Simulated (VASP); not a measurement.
# As (Fd-3m) in VASP: a series of runs

Runs on As. Level: PBEsol. Tasks: single point.

Program: VASP 6.6.1. These are calculated values, not measurements. Logs are shortened: lines on timing, memory, paths and dates and some standing lists are left out, and cuts for length are marked.

### Step 1. The cell of the first run

The structure is cubic, space group Fd-3m (No. 227). Conventional cell: a = 5.278 Å, b = 5.278 Å, c = 5.278 Å, α = 90.00°, β = 90.00°, γ = 90.00°. Within 3.0 Å of As (site symmetry -43m) lie 4 As at 2.29 Å.

### Step 2. Single point, PBEsol (volume scaled by 0.68)

File INCAR:

```
SYSTEM = As
  PREC = Accurate
  ENCUT = 520
  EDIFF = 1E-6
  ISMEAR = -1
  SIGMA = 0.08
  LREAL = .FALSE.
  LASPH = .TRUE.
  NELM = 60
  ALGO = Normal
  ISIF = 2
  LWAVE = .FALSE.
  LCHARG = .FALSE.
  GGA = PS
  NBANDS = 12
```

File KPOINTS:

```
regular mesh
0
G
  11 11 11
  0 0 0
```

File POSCAR:

```
As
1.0
    0.0000000000      2.6392049891      2.6392049891
    2.6392049891      0.0000000000      2.6392049891
    2.6392049891      2.6392049891      0.0000000000
As
2
Direct
   -0.1250000000     -0.1250000000     -0.1250000000
    0.1250000000      0.1250000000      0.1250000000
```

Potentials or basis: VASP PAW PBE potentials, release 64 (As).

Command:

```
$ cat potpaw_PBE.64/As/POTCAR > POTCAR
$ mpirun -np 1 vasp_std > vasp.out
```

OUTCAR:

```text
SYSTEM = As
   PREC = Accurate
   ENCUT = 520
   EDIFF = 1E-6
   ISMEAR = -1
   LREAL = .FALSE.
   LASPH = .TRUE.
   NELM = 60
   ISIF = 2
   GGA = PS

 ion  position               nearest neighbor table
   1  0.875  0.875  0.875-   2 2.29   2 2.29   2 2.29   2 2.29
   2  0.125  0.125  0.125-   1 2.29   1 2.29   1 2.29   1 2.29

  LATTYP: Found a face centered cubic cell.
 ALAT       =     5.2784099782

  Lattice vectors:

 A1 = (   0.0000000000,   2.6392049891,   2.6392049891)
 A2 = (   2.6392049891,   0.0000000000,   2.6392049891)
 A3 = (   2.6392049891,   2.6392049891,   0.0000000000)

Analysis of symmetry for initial positions (statically):
=====================================================================
 Subroutine PRICEL returns:
 Original cell was already a primitive cell.

 Routine SETGRP: Setting up the symmetry group for a
 face centered cubic supercell.

 Subroutine GETGRP returns: Found 48 space group operations
 (whereof 12 operations were pure point group operations)
 out of a pool of 48 trial point group operations.

The static configuration has the point symmetry D_3d.
 The point group associated with its full space group is O_h .

Analysis of symmetry for dynamics (positions and initial velocities):
=====================================================================
 Subroutine PRICEL returns:
 Original cell was already a primitive cell.

 Routine SETGRP: Setting up the symmetry group for a
 face centered cubic supercell.

 Subroutine GETGRP returns: Found 48 space group operations
 (whereof 12 operations were pure point group operations)
 out of a pool of 48 trial point group operations.

The dynamic configuration has the point symmetry D_3d.
 The point group associated with its full space group is O_h .

 Subroutine INISYM returns: Found 48 space group operations
 (whereof 12 operations are pure point group operations),
 and found     1 'primitive' translations

----------------------------------------------------------------------------------------

                                     Primitive cell

  volume of cell :      36.7663

  direct lattice vectors                    reciprocal lattice vectors
     0.000000000  2.639204989  2.639204989    -0.189450991  0.189450991  0.189450991
     2.639204989  0.000000000  2.639204989     0.189450991 -0.189450991  0.189450991
     2.639204989  2.639204989  0.000000000     0.189450991  0.189450991 -0.189450991

  length of vectors
     3.732399489  3.732399489  3.732399489     0.328138742  0.328138742  0.328138742

  position of ions in fractional coordinates (direct lattice)
     0.875000000  0.875000000  0.875000000
     0.125000000  0.125000000  0.125000000

  ion indices of the primitive-cell ions
   primitive index   ion index
                 1           1
                 2           2

----------------------------------------------------------------------------------------

 KPOINTS: regular mesh

Automatic generation of k-mesh.
 Grid dimensions read from file:
 generate k-points for:   11   11   11

 Generating k-lattice:

  Cartesian coordinates                     Fractional coordinates (reciprocal lattice)
    -0.017222817  0.017222817  0.017222817     0.090909091  0.000000000  0.000000000
     0.017222817 -0.017222817  0.017222817     0.000000000  0.090909091  0.000000000
     0.017222817  0.017222817 -0.017222817     0.000000000  0.000000000  0.090909091

  Length of vectors
     0.029830795  0.029830795  0.029830795

  Shift w.r.t. Gamma in fractional coordinates (k-lattice)
     0.000000000  0.000000000  0.000000000

 Subroutine IBZKPT returns following result:
 ===========================================

 Found     56 irreducible k-points:

 Following reciprocal coordinates:
            Coordinates               Weight
  0.000000  0.000000  0.000000      1.000000
  0.090909  0.000000  0.000000      8.000000
  0.181818  0.000000  0.000000      8.000000
  0.272727  0.000000  0.000000      8.000000
  0.363636  0.000000  0.000000      8.000000
  0.454545  0.000000  0.000000      8.000000
[... 16 lines left out ...]
 -0.272727  0.181818  0.000000     24.000000
 -0.181818  0.181818  0.000000     12.000000
 [... further k-points ...]
   k-points           NKPTS =     56   k-points in BZ     NKDIM =     56   number of bands    NBANDS=     12
   number of dos      NEDOS =    301   number of ions     NIONS =      2
   total plane-waves  NPLWV =  21952
   dimension x,y,z NGX =    28 NGY =   28 NGZ =   28
   dimension x,y,z NGXF=    56 NGYF=   56 NGZF=   56
   ions per type =               2
   NGX,Y,Z   is equivalent  to a cutoff of  12.47, 12.47, 12.47 a.u.
   NGXF,Y,Z  is equivalent  to a cutoff of  24.94, 24.94, 24.94 a.u.
 SYSTEM =  As
   PREC   = accura    normal or accurate (medium, high low for compatibility)
   ISTART =      0    job   : 0-new  1-cont  2-samecut
   ICHARG =      2    charge: 1-file 2-atom 10-const
   ISPIN  =      1    spin polarized calculation?
   LNONCOLLINEAR =      F non collinear calculations
   LSORBIT =      F    spin-orbit coupling
   LASPH  =      T    aspherical Exc in radial PAW
   ENCUT  =  520.0 eV  38.22 Ry    6.18 a.u.   6.94  6.94  6.94*2*pi/ulx,y,z
   NELM   =     60;   NELMIN=  2; NELMDL= -5     # of ELM steps
   EDIFF  = 0.1E-05   stopping-criterion for ELM
   LREAL  =      F    real-space projection
   EDIFFG = 0.1E-04   stopping-criterion for IOM
   NSW    =      0    number of steps for IOM
   IBRION =     -1    ionic relax: 0-MD 1-quasi-New 2-CG
   NFREE  =      0    steps in history (QN), initial steepest desc. (CG)
   ISIF   =      2    stress and relaxation
   ISYM   =      2    0-nonsym 1-usesym 2-fastsym
   POTIM  = 0.5000    time-step for ionic-motion
   TEBEG  =    0.0;   TEEND  =   0.0 temperature during run
   PSTRESS=    0.0 pullay stress
   NELECT =      10.0000    total number of electrons
   NUPDOWN=      -1.0000    fix difference up-down
   EMIN   =  10.00;   EMAX   =-10.00  energy-range for DOS
   EFERMI =   0.00;   METHOD = LEGACY
   ISMEAR =    -1;   SIGMA  =   0.08  broadening in eV -4-tet -1-fermi 0-gaus
   EFERMI_NEDOS =   21; number of points for ismear=-14 and -15
   IALGO  =     38    algorithm
   IMIX   =      4    mixing-type and parameters
     AMIX     =   0.40;   BMIX     =  1.00
     AMIX_MAG =   1.60;   BMIX_MAG =  1.00
  volume/ion in A,a.u.               =      18.38       124.06
  Fermi-wavevector in a.u.,A,eV,Ry     =   1.060698  2.004428 15.307643  1.125080
  Thomas-Fermi vector in A             =   2.196088
   LORBIT       =      0    0 simple, 1 ext, 2 COOP (PROOUT), +10 PAW based schemes
   GGA     = PS    functional components
   LHFCALC =     F    Hartree Fock is set to
   AEXX    =    0.0000 exact exchange contribution
   IVDW    =     0    specifies the selected vdW correction
   LEPSILON=     F    determine dielectric tensor
   LRPA    =     F    only Hartree local field effects (RPA)
 non-spin polarized calculation
  energy-cutoff  :      520.00
  volume of cell :       36.77
 maximum number of plane-waves:      1006
   NGX = 13   NGY = 13   NGZ = 13

 number of electron      10.0000000 magnetization

 Free energy of the ion-electron system (eV)
  ---------------------------------------------------
  ext. energy  EPLUGINS =         0.00000000
  ---------------------------------------------------
  free energy    TOTEN  =        -7.76591001 eV

  energy without entropy =       -7.75229670  energy(sigma->0) =       -7.75910335

 E-fermi :   7.3966     XC(G=0): -10.6565

 val. band max:        7.3281504181   @ k =  -0.2727   0.2727   0.0909
 cond. band min:       7.4185607352   @ k =   0.3636   0.2727   0.0000
 fundamental gap:      0.0904103171
 Fermi energy:         7.3966481766

 k-point     1 :       0.0000    0.0000    0.0000
  band No.  band energies     occupation
      1     -10.1829      2.00000
      2       4.1945      2.00000
      3       4.1945      2.00000
      4       4.1945      2.00000
      5       4.3804      2.00000
      6       7.4727      0.55729
      7       7.4727      0.55729
      8       7.4727      0.55729
      9      12.4303      0.00000
     10      15.3613      0.00000
     11      15.3613      0.00000
     12      17.4191      0.00000

 k-point     2 :       0.0909    0.0000    0.0000
  band No.  band energies     occupation
      1     -10.0698      2.00000
      2       2.3607      2.00000
      3       3.9992      2.00000
      4       3.9992      2.00000
      5       5.5262      2.00000
      6       7.7448      0.02544
      7       7.7448      0.02544
      8       7.9401      0.00224
      9      12.9815      0.00000
     10      14.7969      0.00000
     11      14.7969      0.00000
     12      16.9338      0.00000

 k-point     3 :       0.1818    0.0000    0.0000
  band No.  band energies     occupation
      1      -9.7364      2.00000
      2       0.3728      2.00000
      3       3.5864      2.00000
      4       3.5864      2.00000
      5       5.5582      2.00000
      6       8.3111      0.00002
      7       8.3111      0.00002
      8       9.4597      0.00000
      9      14.0615      0.00000
     10      14.2355      0.00000
     11      14.2355      0.00000
     12      16.5339      0.00000
[... 286 lines left out ...]
 k-point    23 :      -0.2727    0.1818    0.0000
  band No.  band energies     occupation
      1      -8.3916      2.00000
      2      -2.7711      2.00000
      3       0.6634      2.00000
      4       2.8479      2.00000
      5       6.7483      1.99940
      6       9.4736      0.00000
      7       9.4758      0.00000
      8      11.1579      0.00000
      9      13.5067      0.00000
     10      15.7179      0.00000
     11      17.6219      0.00000
     12      18.7801      0.00000

 k-point    24 :      -0.1818    0.1818    0.0000
  band No.  band energies     occupation
      1      -9.0181      2.00000
      2      -1.4949      2.00000
      3       1.2669      2.00000
      4       3.3165      2.00000
      5       6.7761      1.99914
      6       8.8211      0.00000
      7       9.0427      0.00000
      8      10.4833      0.00000
      9      13.1368      0.00000
     10      15.8449      0.00000
     11      15.8645      0.00000
     12      18.5196      0.00000

 [... further k-points ...]

------------------------ aborting loop because EDIFF is reached ----------------------------------------

  FORCE on cell =-STRESS in cart. coord.  units (eV):
  Direction    XX          YY          ZZ          XY          YZ          ZX
  --------------------------------------------------------------------------------------
  -------------------------------------------------------------------------------------
  Total        9.7386055      9.7386055      9.7386055     -0.0000000      0.0000000     -0.0000000
  in kB      424.3830127    424.3830127    424.3830127     -0.0000000      0.0000000     -0.0000000
  external PRESSURE =     424.3830127 kB  Pullay stress =       0.0000000 kB

 VOLUME and BASIS-vectors are now :
 -----------------------------------------------------------------------------
  energy-cutoff  :      520.00
  volume of cell :       36.77
      direct lattice vectors                 reciprocal lattice vectors
     0.000000000  2.639204989  2.639204989    -0.189450991  0.189450991  0.189450991
     2.639204989  0.000000000  2.639204989     0.189450991 -0.189450991  0.189450991
     2.639204989  2.639204989  0.000000000     0.189450991  0.189450991 -0.189450991

 POSITION                                       TOTAL-FORCE (eV/Angst)
 -----------------------------------------------------------------------------------
      4.61861      4.61861      4.61861        -0.000000     -0.000000     -0.000000
      0.65980      0.65980      0.65980         0.000000      0.000000      0.000000
 -----------------------------------------------------------------------------------
    total drift:                               -0.000000     -0.000000     -0.000000

  FREE ENERGIE OF THE ION-ELECTRON SYSTEM (eV)
  ---------------------------------------------------
  free  energy   TOTEN  =        -7.7659100081 eV

  energy  without entropy=       -7.7522966955  energy(sigma->0) =       -7.75910335
```

It took 18 s on 1 thread of Intel Xeon Platinum 8488C (Sapphire Rapids), shared host; peak memory 0.16 GiB.

What came out:

- Free energy: -7.7659 eV
- Pressure: 42.4 GPa
- Band gap on the k mesh: zero (band 5 reaches 8.34 eV, above the bottom of band 6 at 5.91 eV)

Caveat: the PAW data sets were made with another functional, which shifts forces and pressure a little.

### Step 3. Single point, PBEsol (volume scaled by 0.68)

File INCAR:

```
ALGO = Normal ; EDIFF = 1E-6
ENCUT = 520 ; GGA = PS
ISIF = 2 ; ISMEAR = -1
LASPH = True ; LCHARG = True
LELF = True ; LREAL = False
LVHAR = True ; LWAVE = False
NBANDS = 12 ; NELM = 60
PREC = Accurate ; SIGMA = 0.08
```

File KPOINTS:

```
k-points
0
Gamma
  11 11 11
```

POSCAR is that of step 2.

Potentials or basis: VASP PAW PBE potentials, release 64 (As).

Command:

```
$ cat potpaw_PBE.64/As/POTCAR > POTCAR
$ mpirun -np 1 vasp_std > vasp.out
```

Run time: 14 s. Hardware: 1 thread of Intel Xeon Platinum 8488C (Sapphire Rapids), shared host; peak memory 0.16 GiB.

It converged, with:

| Item | Value |
| --- | --- |
| Free energy | -7.7659 eV |
| Pressure | 42.4 GPa |
| Band gap on the k mesh | zero (band 5 reaches 8.34 eV, above the bottom of band 6 at 5.91 eV) |

Levels at points of the mesh, in eV from the Fermi level:
```csv
k point,band 3,band 4,band 5,band 6,band 7,band 8
"(0.00, 0.00, 0.00)",-3.20,-3.20,-3.02,0.08,0.08,0.08
```

Caveat: the PAW data sets were made with another functional, which shifts forces and pressure a little.
